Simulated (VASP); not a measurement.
Here is a VASP 6.6.1 calculation.

File INCAR:

```
  PREC = Accurate
  ENCUT = 520
  EDIFF = 1E-6
  ISMEAR = 0
  SIGMA = 0.05
  LREAL = False
  LASPH = True
  NELM = 100
  ALGO = Normal
  ISIF = 2
  LWAVE = False
  LCHARG = False
  GGA = PE
  NBANDS = 16
```

File KPOINTS:

```
Automatic mesh
0
Gamma
  10 10 10
```

POSCAR

```
Si
1.0
   -3.3457641741      3.3457641741      1.9305129928
    3.3457641741     -3.3457641741      1.9305129928
    3.3457641741      3.3457641741     -1.9305129928
Si
4
Direct
    0.2563094379      0.2563094379      0.3572197663
    0.8213901169      0.8213901169      0.6427802337
    0.1786098831      0.8213901169      0.0000000000
    0.8213901169      0.1786098831      0.0000000000
```

Potentials or basis: VASP PAW PBE potentials, release 64 (Si).

Command:

```bash
$ cat potpaw_PBE.64/Si/POTCAR > POTCAR
$ mpirun -np 1 vasp_std > vasp.out
```

Question: What does it give for the pressure?

Answer: 1.6 GPa.

Question: What does it give for the band gap on the k mesh?

Answer: 0.04 eV (least direct gap 0.38 eV).

Question: Estimate the largest force.

Answer: 4.149 eV/Å.

Stress tensor (GPa, compression positive):
```
0.89 1.39 4.16
1.39 0.89 4.16
4.16 4.16 3.07
```

Caveat: the cell differs from its parent crystal (atom 1 (Si) moved +0.300 Å along Cartesian [0 0 1]); forces of over 1 eV/Å act on the atoms, so gaps and moduli don't describe the material at rest. A k mesh can miss the band edges.
